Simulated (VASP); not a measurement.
Si (a cell with a defect), 17 atoms in the cell. The cell holds a defect, 17 atoms: a = 7.679 Å, b = 7.679 Å, c = 7.679 Å, α = 60.00°, β = 60.00°, γ = 60.00°. 

* Program: VASP 6.6.1
* Task: single point
* Functional: PBE
* Potentials or basis: VASP PAW PBE potentials, release 64 (Si)
* Cutoff: 520 eV
* k mesh: 2 × 2 × 2
* Occupations: gaussian, width 0.02 eV
* Spin: no spin polarisation
* Dipole correction: no
* Further INCAR settings: LREAL = Auto; ALGO = Normal; EDIFF = 1e-07; NBANDS = 48

Potentials or basis: VASP PAW PBE potentials, release 64 (Si).

The run is started by

```bash
$ cat potpaw_PBE.64/Si/POTCAR > POTCAR
$ mpirun -np 1 vasp_std > vasp.out
```

Hardware: 1 thread of Intel(R) Xeon(R) Platinum 8375C CPU @ 2.90GHz (Ice Lake), on a shared host.

Q: Estimate the wall time of this run.

A: Wall time 4 min on 1 thread of Intel(R) Xeon(R) Platinum 8375C CPU @ 2.90GHz (Ice Lake) (shared host), peak memory 0.45 GiB. Counts: scf iterations 15, k points 8.
